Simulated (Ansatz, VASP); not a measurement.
## One calculation of ZnS, two programs

```
Zn S
1.0
     5.38903    0.00000    0.00000
     0.00000   -5.38903    0.00000
     0.00000    0.00000   -5.38903
Zn S
4 4
Direct
  0.03444 0.03444 0.00000
  0.50000 0.50000 0.00000
  0.50000 0.00000 0.50000
  0.00000 0.50000 0.50000
  0.75000 0.75000 0.75000
  0.25000 0.25000 0.75000
  0.25000 0.75000 0.25000
  0.75000 0.25000 0.25000
```

Alike in both runs: task single point; functional r2SCAN; k mesh 4 × 4 × 4; occupations gaussian, width 0.05 eV; no spin polarisation.

```csv
,VASP,Ansatz
version,VASP 6.6.1,Ansatz 0.2.0
potentials or method,"VASP PAW PBE potentials, release 64 (Zn, S), cutoff 520 eV","scalar-relativistic, plane waves, PAW"
valence electrons in the cell,72,72
```

```csv
,VASP,Ansatz,Ansatz less VASP
gap on the k mesh at the Fermi level (eV),2.62,2.61,-0.008
least direct gap on the mesh (eV),2.62,2.61,-0.008
pressure (GPa),0.7,0.7,-0.09
"traceless stress, the component that is largest in VASP (GPa)",-1.26,-1.25,+0.014
rms of the force components (eV/Å),0.585,0.574,-0.0110
```

VASP's potentials were made for PBE, not for r2SCAN. Atom by atom the forces differ by 0.011 eV/Å (rms over components). With one functional, cell and mesh, what is left measures potentials, basis and numerics.
